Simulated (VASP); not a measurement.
# As (Fm-3m) in VASP: a series of runs

As is run at these levels: LDA; tasks: single point.

All numbers are computed with VASP 6.6.1; they aren't measurements. Logs are shortened: lines on timing, memory, paths and dates and some standing lists are left out, and cuts for length are marked.

**1. The cell of the first run**

It takes space group Fm-3m (No. 225, cubic). The conventional cell has a = 3.704 Å, b = 3.704 Å, c = 3.704 Å, α = 90.00°, β = 90.00°, γ = 90.00°. Within 3.5 Å of As (site symmetry m-3m) lie 12 As at 2.62 Å.

This isn't the form of As at room conditions, which is rhombohedral.

**2. Single point, LDA**

INCAR reads:

```
PREC = Accurate
ENCUT = 520
EDIFF = 1E-7
ISMEAR = -1
SIGMA = 0.1
LREAL = False
LASPH = True
NELM = 100
ALGO = Normal
ISIF = 2
LWAVE = False
LCHARG = False
NBANDS = 8
ISYM = 0
```

KPOINTS reads:

```
Automatic mesh
0
Gamma
  17 17 17
  0.5 0.5 0.5
```

POSCAR reads:

```
As
1.0
    0.0000000000      1.8518430234      1.8518430234
    1.8518430234      0.0000000000      1.8518430234
    1.8518430234      1.8518430234      0.0000000000
As
1
Direct
    0.0000000000      0.0000000000      0.0000000000
```

Potentials or basis: VASP PAW LDA potentials, release 64 (As).

The run is started by

```sh
$ cat potpaw_LDA.64/As/POTCAR > POTCAR
$ mpirun -np 1 vasp_std > vasp.out
```

OUTCAR:

```text
PREC = Accurate
   ENCUT = 520
   EDIFF = 1E-7
   ISMEAR = -1
   LREAL = False
   LASPH = True
   NELM = 100
   ISIF = 2
   ISYM = 0

 ion  position               nearest neighbor table
   1  0.000  0.000  0.000-

IMPORTANT INFORMATION: All symmetrisations will be switched off!
NOSYMM: (Re-)initialisation of all symmetry stuff for point group C_1.

----------------------------------------------------------------------------------------

                                     Primitive cell

  volume of cell :      12.7011

  direct lattice vectors                    reciprocal lattice vectors
     0.000000000  1.851843023  1.851843023    -0.270001287  0.270001287  0.270001287
     1.851843023  0.000000000  1.851843023     0.270001287 -0.270001287  0.270001287
     1.851843023  1.851843023  0.000000000     0.270001287  0.270001287 -0.270001287

  length of vectors
     2.618901519  2.618901519  2.618901519     0.467655948  0.467655948  0.467655948

  position of ions in fractional coordinates (direct lattice)
     0.000000000  0.000000000  0.000000000

  ion indices of the primitive-cell ions
   primitive index   ion index
                 1           1

----------------------------------------------------------------------------------------

 KPOINTS: Automatic mesh

Automatic generation of k-mesh.
 Grid dimensions read from file:
 generate k-points for:   17   17   17

 Generating k-lattice:

  Cartesian coordinates                     Fractional coordinates (reciprocal lattice)
    -0.015882429  0.015882429  0.015882429     0.058823529  0.000000000  0.000000000
     0.015882429 -0.015882429  0.015882429     0.000000000  0.058823529  0.000000000
     0.015882429  0.015882429 -0.015882429     0.000000000  0.000000000  0.058823529

  Length of vectors
     0.027509173  0.027509173  0.027509173

  Shift w.r.t. Gamma in fractional coordinates (k-lattice)
     0.500000000  0.500000000  0.500000000

 Subroutine IBZKPT returns following result:
 ===========================================

 Found   9828 irreducible k-points:

 Following reciprocal coordinates:
            Coordinates               Weight
  0.029412  0.029412  0.029412      2.000000
  0.029412  0.000000  0.000000      2.000000
  0.000000  0.000000 -0.029412      2.000000
  0.000000  0.029412  0.000000      2.000000
  0.088235  0.029412  0.029412      2.000000
  0.029412  0.088235  0.029412      2.000000
[... 16 lines left out ...]
  0.000000  0.117647 -0.029412      2.000000
  0.117647  0.000000 -0.029412      2.000000
 [... further k-points ...]
[... 19 lines left out ...]
   LREAL  =      F    real-space projection
   EDIFFG = 0.1E-05   stopping-criterion for IOM
   NSW    =      0    number of steps for IOM
   IBRION =     -1    ionic relax: 0-MD 1-quasi-New 2-CG
   NFREE  =      0    steps in history (QN), initial steepest desc. (CG)
   ISIF   =      2    stress and relaxation
   ISYM   =      0    0-nonsym 1-usesym 2-fastsym
   POTIM  = 0.5000    time-step for ionic-motion
   TEBEG  =    0.0;   TEEND  =   0.0 temperature during run
   PSTRESS=    0.0 pullay stress
   NELECT =       5.0000    total number of electrons
   NUPDOWN=      -1.0000    fix difference up-down
   EMIN   =  10.00;   EMAX   =-10.00  energy-range for DOS
   EFERMI =   0.00;   METHOD = LEGACY
   ISMEAR =    -1;   SIGMA  =   0.10  broadening in eV -4-tet -1-fermi 0-gaus
   EFERMI_NEDOS =   21; number of points for ismear=-14 and -15
   IALGO  =     38    algorithm
   IMIX   =      4    mixing-type and parameters
     AMIX     =   0.40;   BMIX     =  1.00
     AMIX_MAG =   1.60;   BMIX_MAG =  1.00
  volume/ion in A,a.u.               =      12.70        85.71
  Fermi-wavevector in a.u.,A,eV,Ry     =   1.199823  2.267337 19.586623  1.439576
  Thomas-Fermi vector in A             =   2.335676
   LORBIT       =      0    0 simple, 1 ext, 2 COOP (PROOUT), +10 PAW based schemes
   GGA     = CA    functional components
   LHFCALC =     F    Hartree Fock is set to
   AEXX    =    0.0000 exact exchange contribution
   IVDW    =     0    specifies the selected vdW correction
   LEPSILON=     F    determine dielectric tensor
   LRPA    =     F    only Hartree local field effects (RPA)
 non-spin polarized calculation
  energy-cutoff  :      520.00
  volume of cell :       12.70
 maximum number of plane-waves:       352
   NGX =  9   NGY =  9   NGZ =  9

 number of electron       5.0000001 magnetization

 Free energy of the ion-electron system (eV)
  ---------------------------------------------------
  ext. energy  EPLUGINS =         0.00000000
  ---------------------------------------------------
  free energy    TOTEN  =        -3.98873703 eV

  energy without entropy =       -3.97458192  energy(sigma->0) =       -3.98165948

 E-fermi :  12.2592     XC(G=0): -12.7109

 val. band max:       12.2373761685   @ k =   0.2353   0.3529   0.1471
 cond. band min:      12.2629531885   @ k =   0.5000   0.0588  -0.1765
 fundamental gap:      0.0255770200
 Fermi energy:        12.2591545020

 k-point     1 :       0.0294    0.0294    0.0294
  band No.  band energies     occupation
      1      -7.4055      2.00000
      2      21.4075      0.00000
      3      21.7169      0.00000
      4      21.7169      0.00000
      5      26.2631      0.00000
      6      26.5438      0.00000
      7      26.5438      0.00000
      8      28.7614      0.00000
[... 243 lines left out ...]
 k-point    24 :       0.1176    0.0000   -0.0294
  band No.  band energies     occupation
      1      -6.8730      2.00000
      2      17.2950      0.00000
      3      20.1413      0.00000
      4      21.3869      0.00000
      5      25.6688      0.00000
      6      27.3681      0.00000
      7      28.3761      0.00000
      8      31.1322      0.00000

 [... further k-points ...]

------------------------ aborting loop because EDIFF is reached ----------------------------------------

  FORCE on cell =-STRESS in cart. coord.  units (eV):
  Direction    XX          YY          ZZ          XY          YZ          ZX
  --------------------------------------------------------------------------------------
  -------------------------------------------------------------------------------------
  Total        5.8214835      5.8214835      5.8214835     -0.0000005     -0.0000004     -0.0000005
  in kB      734.3477213    734.3477194    734.3477214     -0.0000582     -0.0000541     -0.0000574
  external PRESSURE =     734.3477207 kB  Pullay stress =       0.0000000 kB

 VOLUME and BASIS-vectors are now :
 -----------------------------------------------------------------------------
  energy-cutoff  :      520.00
  volume of cell :       12.70
      direct lattice vectors                 reciprocal lattice vectors
     0.000000000  1.851843023  1.851843023    -0.270001287  0.270001287  0.270001287
     1.851843023  0.000000000  1.851843023     0.270001287 -0.270001287  0.270001287
     1.851843023  1.851843023  0.000000000     0.270001287  0.270001287 -0.270001287

 POSITION                                       TOTAL-FORCE (eV/Angst)
 -----------------------------------------------------------------------------------
      0.00000      0.00000      0.00000        -0.000000      0.000000     -0.000000
 -----------------------------------------------------------------------------------
    total drift:                               -0.000000      0.000000     -0.000000

  FREE ENERGIE OF THE ION-ELECTRON SYSTEM (eV)
  ---------------------------------------------------
  free  energy   TOTEN  =        -3.9887370329 eV

  energy  without entropy=       -3.9745819189  energy(sigma->0) =       -3.98165948
```

OSZICAR:

```text
N       E                     dE             d eps       ncg     rms          rms(c)
DAV:   1     0.236778025347E+01    0.23678E+01   -0.23905E+03161248   0.493E+02
DAV:   2    -0.398212370994E+01   -0.63499E+01   -0.61097E+01220128   0.522E+01
DAV:   3    -0.401861821176E+01   -0.36495E-01   -0.36380E-01182104   0.438E+00
DAV:   4    -0.401862855946E+01   -0.10348E-04   -0.10348E-04249736   0.823E-02
DAV:   5    -0.401862855946E+01   -0.82423E-12   -0.81097E-09185440   0.428E-04    0.454E+00
DAV:   6    -0.399946088212E+01    0.19168E-01   -0.78814E-04189344   0.236E-01    0.269E+00
DAV:   7    -0.398873722597E+01    0.10724E-01   -0.17744E-03192360   0.344E-01    0.412E-02
DAV:   8    -0.398873671282E+01    0.51316E-06   -0.19888E-05238792   0.342E-02    0.148E-02
DAV:   9    -0.398873705656E+01   -0.34374E-06   -0.73055E-07198280   0.485E-03    0.243E-03
DAV:  10    -0.398873703289E+01    0.23667E-07   -0.46034E-08187456   0.143E-03
   1 F= -.39887370E+01 E0= -.39816595E+01  d E =-.141551E-01
```

It took 16 min on 1 thread of Intel Xeon 8259CL, shared host; peak memory 1 GiB.

Results:

* Free energy: -3.9887 eV
* Pressure: 73.4 GPa
* Band gap on the k mesh: zero (an odd number of electrons rules out a gap without spin polarisation)

Levels at points of the mesh, in eV from the Fermi level:
```
           k point  band 1  band 2  band 3  band 4  band 5  band 6
(0.50, 0.50, 0.50)  -12.31  -10.32    6.57    6.57   12.66   12.66
(0.50, 0.00, 0.00)  -12.31  -10.32    6.57    6.57   12.66   12.66
(0.00, 0.00, 0.50)  -12.31  -10.32    6.57    6.57   12.66   12.66
(0.00, 0.50, 0.00)  -12.31  -10.32    6.57    6.57   12.66   12.66
```

Caveat: the cell stands under pressure.

**3. Single point, LDA**

INCAR reads:

```
SYSTEM = As
ALGO = Normal ; EDIFF = 1E-6
ENCUT = 520 ; GGA = CA
ISIF = 2 ; ISMEAR = -1
ISYM = 0 ; LASPH = .TRUE.
LCHARG = .TRUE. ; LELF = .TRUE.
LREAL = .FALSE. ; LVHAR = .TRUE.
LWAVE = .FALSE. ; NBANDS = 8
NELM = 100 ; PREC = Accurate
SIGMA = 0.1
```

KPOINTS is that of step 2.

POSCAR is that of step 2.

Potentials or basis: VASP PAW LDA potentials, release 64 (As).

The run is started by

```sh
$ cat potpaw_LDA.64/As/POTCAR > POTCAR
$ mpirun -np 1 vasp_std > vasp.out
```

Run time: 11 min. Hardware: 1 thread of Intel Xeon 8259CL, shared host; peak memory 1 GiB.

Results (log left out):

```
Free energy            : -3.9887 eV
Pressure               : 73.4 GPa
Band gap on the k mesh : zero (an odd number of electrons rules out a gap without spin polarisation)
```

Levels at points of the mesh, in eV from the Fermi level:
| k point | band 1 | band 2 | band 3 | band 4 | band 5 | band 6 | band 7 |
| --- | --- | --- | --- | --- | --- | --- | --- |
| (0.50, 0.50, 0.50) | -12.31 | -10.32 | 6.57 | 6.57 | 12.66 | 12.66 | 13.49 |
| (0.50, 0.00, 0.00) | -12.31 | -10.32 | 6.57 | 6.57 | 12.66 | 12.66 | 13.49 |
| (0.00, 0.00, 0.50) | -12.31 | -10.32 | 6.57 | 6.57 | 12.66 | 12.66 | 13.49 |
| (0.00, 0.50, 0.00) | -12.31 | -10.32 | 6.57 | 6.57 | 12.66 | 12.66 | 13.49 |

Caveat: the cell stands under pressure.

The gap in the log of VASP goes by the Fermi energy; the results here count the filled bands.